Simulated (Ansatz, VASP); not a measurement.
**HfN: VASP beside Ansatz**

```
CELL_PARAMETERS angstrom
0.00000 2.23434 2.23434
2.23434 0.00000 2.23434
2.23434 2.23434 0.00000
ATOMIC_POSITIONS crystal
Hf 0.00000 0.00000 0.00000
N 0.50000 0.50000 0.50000
```

Alike in both runs: functional LDA; k mesh 12 × 12 × 12; occupations fermi-dirac, width 0.15 eV; no spin polarisation.

Ansatz relaxed the structure, and its values are those at the end. VASP's run is a single point on that final structure, the one shown.

```csv
,VASP,Ansatz
version,VASP 6.6.1,Ansatz 0.2.0
potentials or method,"VASP PAW LDA potentials, release 64 (Hf_pv, N), cutoff 600 eV","scalar-relativistic, plane waves, PAW"
valence electrons in the cell,15,31
```

```tsv
	VASP	Ansatz	Ansatz less VASP
gap on the k mesh at the Fermi level (eV)	none	none	-
pressure (GPa)	-1.3	0.0	+1.31
```

Ansatz warns that its potentials were made for another functional, while VASP's fit it. LDA's correlation is that of Perdew and Zunger in VASP and of Perdew and Wang (1992) in Ansatz. A gap of «none» marks a metal or a gap that the smearing closes. VASP's potentials hold 15 valence electrons a cell and Ansatz's 31, so a difference there can come from the potentials and not from the codes.

Neither program's run includes spin-orbit coupling.
